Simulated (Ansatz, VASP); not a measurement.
## Two plane-wave programs on MgS

Contents of INCAR:

```
  PREC = Accurate
  ENCUT = 520
  EDIFF = 1E-7
  ISMEAR = 0
  SIGMA = 0.05
  LREAL = F
  LASPH = T
  NELM = 60
  ALGO = Normal
  ISIF = 2
  LWAVE = F
  LCHARG = T
  GGA = PS
  LELF = T
  LVHAR = T
  NBANDS = 11
```

The input KPOINTS:

```
Automatic mesh
0
Gamma
  8 8 8
```

Contents of POSCAR:

```
MgS
1.0
   -0.1243830882      2.5409688015      2.5409688015
    2.5409688015     -0.1243830882      2.5409688015
    2.5409688015      2.5409688015     -0.1243830882
Mg S
1 1
Direct
    0.0000000000      0.0000000000      0.0000000000
    0.5000000000      0.5000000000      0.5000000000
```

Input for Ansatz:

```yaml
crystal:
  lattice:
    - [-0.1243830882, 2.5409688015, 2.5409688015]
    - [2.5409688015, -0.1243830882, 2.5409688015]
    - [2.5409688015, 2.5409688015, -0.1243830882]
  atoms:
    - { symbol: Mg, position: [0.0, 0.0, 0.0] }
    - { symbol: S, position: [0.5, 0.5, 0.5] }
basis:
  ecutwfc: 420
kpoints:
  mp_grid: { grid: [8, 8, 8] }
hamiltonian:
  xc: pbesol
scf:
  occupations: { method: gaussian, width: 0.05 }
output:
  forces: true
  stress: true
  eigenvalues: true
```

Alike in both runs: task single point; functional PBEsol; k mesh 8 × 8 × 8; occupations gaussian, width 0.05 eV; no spin polarisation.

|  | VASP | Ansatz |
| --- | --- | --- |
| version | VASP 6.6.1 | Ansatz 0.2.0 |
| potentials or method | VASP PAW PBE potentials, release 64 (Mg, S), cutoff 520 eV | scalar-relativistic, plane waves, PAW |
| valence electrons in the cell | 8 | 16 |

VASP gave:

```
gap on the k mesh at the Fermi level (eV)                     : 2.21
least direct gap on the mesh (eV)                             : 3.09
pressure (GPa)                                                : -1.1
traceless stress, the component that is largest in VASP (GPa) : 2.36
```

Estimate Ansatz's values.

gap on the k mesh at the Fermi level (eV): 2.21; least direct gap on the mesh (eV): 3.09; pressure (GPa): -0.9; traceless stress, the component that is largest in VASP (GPa): 2.36.

VASP's potentials were made for PBE, not for PBEsol. VASP's potentials hold 8 valence electrons a cell and Ansatz's 16, so a difference there can come from the potentials and not from the codes.
